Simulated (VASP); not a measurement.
Hf3Sb4: single point with PBE

Crystal: Hf3Sb4.

```xyz
7
Lattice="5.7653 0.0000 0.0000 0.0000 5.7653 0.0000 0.0000 0.0000 5.7653" Properties=species:S:1:pos:R:3 pbc="T T T"
Hf    2.8826    0.0000    0.0000
Hf    0.0000    2.8826    0.0000
Hf    0.0000    0.0000    2.8826
Sb    0.0000    2.8826    2.8826
Sb    2.8826    0.0000    2.8826
Sb    2.8826    2.8826    0.0000
Sb    0.0000    0.0000    0.0000
```

```yaml
Program: VASP 6.6.1
Task: single point
Functional: PBE
Potentials_or_basis: VASP PAW PBE potentials, release 64 (Hf_pv, Sb)
Cutoff: 520 eV
k_mesh: 4 × 4 × 4
Occupations: gaussian, width 0.1 eV
Spin: no spin polarisation
Dipole_correction: no
Further_INCAR_settings: ALGO = Normal; EDIFF = 1e-06; NBANDS = 34
```

The pressure is -0.2 GPa and the band gap on the k mesh is zero (band 25 reaches 7.08 eV, above the bottom of band 26 at 5.34 eV).

Levels at points of the mesh, in eV from the Fermi level:
| k point | band 21 | band 22 | band 23 | band 24 | band 25 | band 26 | band 27 | band 28 | band 29 | band 30 |
| --- | --- | --- | --- | --- | --- | --- | --- | --- | --- | --- |
| (0.00, 0.00, 0.00) | -1.25 | -1.25 | -1.14 | -1.14 | -1.14 | 0.55 | 0.55 | 0.55 | 0.56 | 0.56 |
| (0.50, 0.00, 0.00) | -1.34 | -1.11 | -0.95 | -0.95 | -0.93 | -0.93 | 0.11 | 0.64 | 1.11 | 1.52 |
| (0.50, 0.50, 0.00) | -2.73 | -2.68 | -2.68 | -2.47 | 0.80 | 0.97 | 1.07 | 1.54 | 1.54 | 1.55 |
| (0.50, 0.50, 0.50) | -2.95 | -2.95 | -2.95 | -0.26 | -0.26 | 1.54 | 1.54 | 1.54 | 1.60 | 1.60 |

Run time: 57 s on 1 thread of AMD EPYC 9R45 96-Core Processor (Zen 5), on a shared host, peak memory 0.3 GiB.

Caveat: spin-orbit coupling is left out, which moves the levels of the heavy elements.
